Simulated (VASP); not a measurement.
# MnS (R-3m) in VASP: single point with PBE

Aim: the single point of MnS with PBE.

All numbers are computed with VASP 6.6.1; they aren't measurements. Logs are shortened: lines on timing, memory, paths and dates and some standing lists are left out, and cuts for length are marked.

## Step 1: The cell of the first run

The structure is trigonal, space group R-3m (No. 166). The conventional cell has a = 3.660 Å, b = 3.660 Å, c = 8.913 Å, α = 90.00°, β = 90.00°, γ = 120.00°. Mn (site symmetry -3m) has 6 S at 2.58 Å within 3.4 Å. Within 3.4 Å of S (site symmetry -3m) lie 6 Mn at 2.58 Å.

## Step 2: Single point, PBE, collinear spin, ferromagnetic start

The input, INCAR:

```
ALGO     = Normal         # electronic algorithm
EDIFF    = 1E-6           # SCF threshold, eV
ENCUT    = 520            # plane-wave cutoff, eV
GGA      = PE             # functional
ISIF     = 2              # what is computed and relaxed
ISMEAR   = 1              # smearing method
ISPIN    = 2              # spin polarisation
LASPH    = True           # aspherical terms in the spheres
LCHARG   = False          # write CHGCAR
LMAXMIX  = 4              # l up to which the mixer works
LORBIT   = 11             # projections on sites
LREAL    = False          # projectors in reciprocal space
LWAVE    = False          # write WAVECAR
MAGMOM   = 4 4 0 0        # initial moments
NBANDS   = 31             # bands
NELM     = 150            # most SCF steps
PREC     = Accurate       # precision mode
SIGMA    = 0.1            # smearing width, eV
```

The input, KPOINTS:

```
k-points
0
Gamma
  8 8 8
```

The input, POSCAR:

```
MnS
1.0
    1.8299960000      1.0565490000      5.9418410000
   -1.8299960000      1.0565490000      5.9418410000
    0.0000000000     -2.1130970000      5.9418410000
Mn S
2 2
Direct
    0.0000000000      0.0000000000      0.0000000000
    0.5000000000      0.5000000000      0.5000000000
    0.7500000000      0.7500000000      0.7500000000
    0.2500000000      0.2500000000      0.2500000000
```

Potentials or basis: VASP PAW PBE potentials, release 64 (Mn_pv, S).

Run with:

```console
$ cat potpaw_PBE.64/Mn_pv/POTCAR potpaw_PBE.64/S/POTCAR > POTCAR
$ mpirun -np 1 vasp_std > vasp.out
```

OUTCAR:

```text
EDIFF = 1E-6
   ENCUT = 520
   GGA = PE
   ISIF = 2
   ISMEAR = 1
   ISPIN = 2
   LASPH = True
   LORBIT = 11
   LREAL = False
   NELM = 150
   PREC = Accurate

 ion  position               nearest neighbor table
   1  0.000  0.000  0.000-   3 2.58   4 2.58   3 2.58   3 2.58   4 2.58   4 2.58
   2  0.500  0.500  0.500-   4 2.58   3 2.58   4 2.58   4 2.58   3 2.58   3 2.58
   3  0.750  0.750  0.750-   2 2.58   1 2.58   2 2.58   2 2.58   1 2.58   1 2.58
   4  0.250  0.250  0.250-   1 2.58   2 2.58   1 2.58   1 2.58   2 2.58   2 2.58

  LATTYP: Found a trigonal (rhomboedric) cell.
 ALAT       =     6.3063979908
 COS(alpha) =     0.8315901349

  Lattice vectors:

 A1 = (   1.8299960000,   1.0565490000,   5.9418410000)
 A2 = (  -1.8299960000,   1.0565490000,   5.9418410000)
 A3 = (   0.0000000000,  -2.1130970000,   5.9418410000)

Analysis of symmetry for initial positions (statically):
=====================================================================
 Subroutine PRICEL returns following result:

  LATTYP: Found a trigonal (rhomboedric) cell.
 ALAT       =     3.6457576318
 COS(alpha) =     0.4960880131
[... 12 lines left out ...]
 Subroutine GETGRP returns: Found 12 space group operations
 (whereof 12 operations were pure point group operations)
 out of a pool of 12 trial point group operations.

The static configuration has the point symmetry D_3d.

Analysis of symmetry for dynamics (positions and initial velocities):
=====================================================================
 Subroutine PRICEL returns following result:

  LATTYP: Found a trigonal (rhomboedric) cell.
 ALAT       =     3.6457576318
 COS(alpha) =     0.4960880131
[... 12 lines left out ...]
 Subroutine GETGRP returns: Found 12 space group operations
 (whereof 12 operations were pure point group operations)
 out of a pool of 12 trial point group operations.

The dynamic configuration has the point symmetry D_3d.

Analysis of structural, dynamic, and magnetic symmetry:
=====================================================================
 Subroutine PRICEL returns following result:

  LATTYP: Found a trigonal (rhomboedric) cell.
 ALAT       =     3.6457576318
 COS(alpha) =     0.4960880131
[... 12 lines left out ...]
 Subroutine GETGRP returns: Found 12 space group operations
 (whereof 12 operations were pure point group operations)
 out of a pool of 12 trial point group operations.

The overall configuration has the point symmetry D_3d.

 Subroutine INISYM returns: Found 12 space group operations
 (whereof 12 operations are pure point group operations),
 and found     2 'primitive' translations

----------------------------------------------------------------------------------------

                                     Primitive cell

  volume of cell :      34.4653

  direct lattice vectors                    reciprocal lattice vectors
    -1.829996000 -1.056548500  2.970920500    -0.273224641 -0.157746322  0.112198680
     1.829996000 -1.056548500  2.970920500     0.273224641 -0.157746322  0.112198680
     0.000000000  2.113097500  2.970920500    -0.000000000  0.315492645  0.112198654

  length of vectors
     3.645757632  3.645757632  3.645757762     0.334849445  0.334849445  0.334849439

  position of ions in fractional coordinates (direct lattice)
     0.000000000  0.000000000  0.000000000
     0.500000000  0.500000000  0.500000000

  ion indices of the primitive-cell ions
   primitive index   ion index
                 1           1
                 2           3

----------------------------------------------------------------------------------------

 KPOINTS: k-points

Automatic generation of k-mesh.
 Grid dimensions read from file:
 generate k-points for:    8    8    8

 Generating k-lattice:

  Cartesian coordinates                     Fractional coordinates (reciprocal lattice)
     0.034153080  0.019718290  0.007012416     0.125000000  0.000000000  0.000000000
    -0.034153080  0.019718290  0.007012416     0.000000000  0.125000000  0.000000000
     0.000000000 -0.039436581  0.007012419    -0.000000000 -0.000000000  0.125000000

  Length of vectors
     0.040055185  0.040055185  0.040055186

  Shift w.r.t. Gamma in fractional coordinates (k-lattice)
     0.000000000  0.000000000  0.000000000

 Subroutine IBZKPT returns following result:
 ===========================================

 Found     65 irreducible k-points:

 Following reciprocal coordinates:
            Coordinates               Weight
  0.000000  0.000000  0.000000      1.000000
  0.125000 -0.000000  0.000000      6.000000
  0.250000 -0.000000  0.000000      6.000000
  0.375000  0.000000  0.000000      6.000000
  0.500000 -0.000000  0.000000      3.000000
  0.125000  0.125000  0.000000      6.000000
[... 16 lines left out ...]
  0.250000  0.125000  0.125000      6.000000
  0.375000  0.125000  0.125000      6.000000
 [... further k-points ...]
   k-points           NKPTS =     65   k-points in BZ     NKDIM =     65   number of bands    NBANDS=     31
   number of dos      NEDOS =    301   number of ions     NIONS =      4
   total plane-waves  NPLWV = 110592
   dimension x,y,z NGX =    48 NGY =   48 NGZ =   48
   dimension x,y,z NGXF=    96 NGYF=   96 NGZF=   96
   ions per type =               2   2
   NGX,Y,Z   is equivalent  to a cutoff of  12.65, 12.65, 12.65 a.u.
   NGXF,Y,Z  is equivalent  to a cutoff of  25.31, 25.31, 25.31 a.u.
 SYSTEM =  unknown system
   PREC   = accura    normal or accurate (medium, high low for compatibility)
   ISTART =      0    job   : 0-new  1-cont  2-samecut
   ICHARG =      2    charge: 1-file 2-atom 10-const
   ISPIN  =      2    spin polarized calculation?
   LNONCOLLINEAR =      F non collinear calculations
   LSORBIT =      F    spin-orbit coupling
   LASPH  =      T    aspherical Exc in radial PAW
   ENCUT  =  520.0 eV  38.22 Ry    6.18 a.u.  11.73 11.73 11.73*2*pi/ulx,y,z
   NELM   =    150;   NELMIN=  2; NELMDL= -5     # of ELM steps
   EDIFF  = 0.1E-05   stopping-criterion for ELM
   LREAL  =      F    real-space projection
   EDIFFG = 0.1E-04   stopping-criterion for IOM
   NSW    =      0    number of steps for IOM
   IBRION =     -1    ionic relax: 0-MD 1-quasi-New 2-CG
   NFREE  =      0    steps in history (QN), initial steepest desc. (CG)
   ISIF   =      2    stress and relaxation
   ISYM   =      2    0-nonsym 1-usesym 2-fastsym
   POTIM  = 0.5000    time-step for ionic-motion
   TEBEG  =    0.0;   TEEND  =   0.0 temperature during run
   PSTRESS=    0.0 pullay stress
   NELECT =      38.0000    total number of electrons
   NUPDOWN=      -1.0000    fix difference up-down
   EMIN   =  10.00;   EMAX   =-10.00  energy-range for DOS
   EFERMI =   0.00;   METHOD = LEGACY
   ISMEAR =     1;   SIGMA  =   0.10  broadening in eV -4-tet -1-fermi 0-gaus
   EFERMI_NEDOS =   21; number of points for ismear=-14 and -15
   IALGO  =     38    algorithm
   IMIX   =      4    mixing-type and parameters
     AMIX     =   0.40;   BMIX     =  1.00
     AMIX_MAG =   1.60;   BMIX_MAG =  1.00
  volume/ion in A,a.u.               =      17.23       116.29
  Fermi-wavevector in a.u.,A,eV,Ry     =   1.342349  2.536671 24.516343  1.801900
  Thomas-Fermi vector in A             =   2.470510
   LORBIT       =     11    0 simple, 1 ext, 2 COOP (PROOUT), +10 PAW based schemes
   GGA     = PE    functional components
   LHFCALC =     F    Hartree Fock is set to
   AEXX    =    0.0000 exact exchange contribution
   IVDW    =     0    specifies the selected vdW correction
   LEPSILON=     F    determine dielectric tensor
   LRPA    =     F    only Hartree local field effects (RPA)
 spin polarized calculation
 Methfessel and Paxton  Order N= 1 SIGMA  =   0.10
  energy-cutoff  :      520.00
  volume of cell :       68.93
 maximum number of plane-waves:      1870
   NGX = 23   NGY = 23   NGZ = 23

 number of electron      38.0000003 magnetization       9.2513819

 Free energy of the ion-electron system (eV)
  ---------------------------------------------------
  ext. energy  EPLUGINS =         0.00000000
  ---------------------------------------------------
  free energy    TOTEN  =       -28.16452740 eV

  energy without entropy =      -28.16518206  energy(sigma->0) =      -28.16474562

 E-fermi :   6.9571     XC(G=0): -10.7691

 val. band max:        6.9563389267   @ k =   0.3750   0.2500   0.2500
 cond. band min:       6.9711313846   @ k =   0.2500   0.1250   0.1250
 fundamental gap:      0.0147924580
 Fermi energy:         6.9570507858

 spin component 1

 k-point     1 :       0.0000    0.0000    0.0000
  band No.  band energies     occupation
      1     -43.7447      1.00000
      2     -43.7386      1.00000
      3     -43.7386      1.00000
      4     -43.7372      1.00000
      5     -43.7372      1.00000
      6     -43.7354      1.00000
[... 805 lines left out ...]
     30      13.7567      0.00000
     31      14.3050      0.00000

 [... further k-points ...]

 spin component 2

 k-point     1 :       0.0000    0.0000    0.0000
  band No.  band energies     occupation
      1     -39.2850      1.00000
      2     -39.2756      1.00000
      3     -39.2756      1.00000
      4     -39.2739      1.00000
      5     -39.2739      1.00000
      6     -39.2724      1.00000
[... 805 lines left out ...]
     30      14.7564      0.00000
     31      15.0271      0.00000

 [... further k-points ...]

------------------------ aborting loop because EDIFF is reached ----------------------------------------

  FORCE on cell =-STRESS in cart. coord.  units (eV):
  Direction    XX          YY          ZZ          XY          YZ          ZX
  --------------------------------------------------------------------------------------
  -------------------------------------------------------------------------------------
  Total       -0.9404237     -0.9404236     -0.7039324      0.0000000     -0.0000000      0.0000000
  in kB      -21.8585931    -21.8585924    -16.3617453      0.0000000     -0.0000009      0.0000000
  external PRESSURE =     -20.0263102 kB  Pullay stress =       0.0000000 kB

 VOLUME and BASIS-vectors are now :
 -----------------------------------------------------------------------------
  energy-cutoff  :      520.00
  volume of cell :       68.93
      direct lattice vectors                 reciprocal lattice vectors
     1.829996000  1.056549000  5.941841000     0.273224641  0.157746322  0.056099327
    -1.829996000  1.056549000  5.941841000    -0.273224641  0.157746322  0.056099327
     0.000000000 -2.113097000  5.941841000     0.000000000 -0.315492645  0.056099353

 POSITION                                       TOTAL-FORCE (eV/Angst)
 -----------------------------------------------------------------------------------
      0.00000      0.00000      0.00000        -0.000000     -0.000000     -0.000000
      0.00000      0.00000      8.91276        -0.000000      0.000000     -0.000000
      0.00000      0.00000     13.36914         0.000000     -0.000000      0.000000
      0.00000      0.00000      4.45638         0.000000      0.000000      0.000000
 -----------------------------------------------------------------------------------
    total drift:                                0.000000      0.000000     -0.000000

  FREE ENERGIE OF THE ION-ELECTRON SYSTEM (eV)
  ---------------------------------------------------
  free  energy   TOTEN  =       -28.1645274024 eV

  energy  without entropy=      -28.1651820635  energy(sigma->0) =      -28.16474562

 total charge

# of ion       s       p       d       tot
------------------------------------------
    1        0.219   6.170   4.941  11.330
    2        0.219   6.170   4.941  11.330
    3        1.328   2.403   0.000   3.731
    4        1.328   2.403   0.000   3.731
--------------------------------------------------
tot          3.093  17.145   9.883  30.121

 magnetization (x)

# of ion       s       p       d       tot
------------------------------------------
    1        0.052   0.040   4.107   4.198
    2        0.052   0.040   4.107   4.198
    3        0.027   0.069   0.000   0.095
    4        0.027   0.069   0.000   0.095
--------------------------------------------------
tot          0.157   0.217   8.213   8.587
```

Wall time 10 min (1 thread of AMD EPYC 7R13 (Zen 3), shared host); peak memory 0.48 GiB.

Results:

```
Free energy                                           : -28.1645 eV
Pressure                                              : -2.0 GPa
Net moment                                            : 9.25 μB per cell
Site moments                                          : Mn +4.20; S +0.10 μB
Valence electrons inside the program's atomic spheres : Mn 11.33; S 3.73
```

Stress tensor (GPa, compression positive):
```
-2.19  0.00  0.00
 0.00 -2.19  0.00
 0.00  0.00 -1.64
```

Caveat: semilocal functionals often make such compounds metallic where correlation or magnetic order opens a gap, which also shifts bond lengths; only a ferromagnetic start was run, and an antiferromagnetic order may lie lower in energy.
